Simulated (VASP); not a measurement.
A run of VASP 6.6.1 is set up as follows.

The input POSCAR:

```
CaS
1.0
    0.0000000000      2.8479451031      2.8479451031
    2.8479451031      0.0000000000      2.8479451031
    2.8479451031      2.8479451031      0.0000000000
Ca S
1 1
Direct
    0.0000000000      0.0000000000      0.0000000000
    0.5000000000      0.5000000000      0.5000000000
```

Contents of INCAR.step1:

```
SYSTEM = CaS
PREC = Accurate
ENCUT = 400
EDIFF = 1E-5
ISMEAR = 0
SIGMA = 0.01
LREAL = .FALSE.
LASPH = .TRUE.
NELM = 120
ALGO = Normal
ISIF = 2
LWAVE = .TRUE.
LCHARG = .FALSE.
NBANDS = 15
GGA = PE
GGA_COMPAT = .FALSE.
```

The input INCAR.step2:

```
SYSTEM = CaS
PREC = Accurate
ENCUT = 400
EDIFF = 1E-6
ISMEAR = 0
SIGMA = 0.01
LREAL = .FALSE.
LASPH = .TRUE.
NELM = 120
ALGO = Normal
ISIF = 2
LWAVE = .FALSE.
LCHARG = .FALSE.
GGA = PE
LHFCALC = .TRUE.
AEXX = 0.05
PRECFOCK = Normal
NBANDS = 15
ISTART = 1
GGA_COMPAT = .FALSE.
```

The input KPOINTS:

```
regular mesh
0
G
  4 4 4
  0 0 0
```

Potentials or basis: VASP PAW PBE potentials, release 64 (Ca_sv, S).

Launch:

```console
$ cat potpaw_PBE.64/Ca_sv/POTCAR potpaw_PBE.64/S/POTCAR > POTCAR
$ cp INCAR.step1 INCAR
$ mpirun -np 1 vasp_std > vasp.out
$ cp INCAR.step2 INCAR
$ mpirun -np 1 vasp_std > vasp.out
```

**Question.** Predict the band gap on the k mesh.

**Answer.** 2.70 eV, indirect (least direct gap 3.53 eV).

**Question.** Predict the pressure.

**Answer.** 0.6 GPa.

Caveat: the k points lie up to 0.48 Å⁻¹ apart; the PAW data sets were made with another functional, which shifts forces and pressure a little. A k mesh can miss the band edges.
